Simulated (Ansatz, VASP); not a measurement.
Ti3W: VASP beside Ansatz

```xyz
4
Lattice="2.7737 0.0000 0.0000 -1.3869 2.4021 0.0000 0.0000 0.0000 9.0239" Properties=species:S:1:pos:R:3 pbc="T T T"
Ti    0.0000    1.6014    0.0000
Ti    1.3869    0.8007    2.2560
Ti    1.3869    0.8007    6.7679
W     0.0000    1.6014    4.5120
```

Alike in both runs: task single point; functional PBE; k mesh 6 × 6 × 2; occupations gaussian, width 0.1 eV; no spin polarisation.

|  | VASP | Ansatz |
| --- | --- | --- |
| version | VASP 6.6.1 | Ansatz 0.2.0 |
| potentials or method | VASP PAW PBE potentials, release 64 (Ti_sv, W_sv), cutoff 520 eV | scalar-relativistic, plane waves, PAW |
| valence electrons in the cell | 50 | 50 |

```csv
,VASP,Ansatz,Ansatz less VASP
gap on the k mesh at the Fermi level (eV),none,none,-
pressure (GPa),22.0,22.3,+0.30
"traceless stress, the component that is largest in VASP (GPa)",2.57,2.62,+0.050
rms of the force components (eV/Å),0.153,0.146,-0.0077
```

Atom by atom the forces differ by 0.008 eV/Å (rms over components). A gap of «none» marks a metal or a gap that the smearing closes.

The k mesh is coarse, so the values compare programs but aren't converged. Spin-orbit coupling is off throughout.
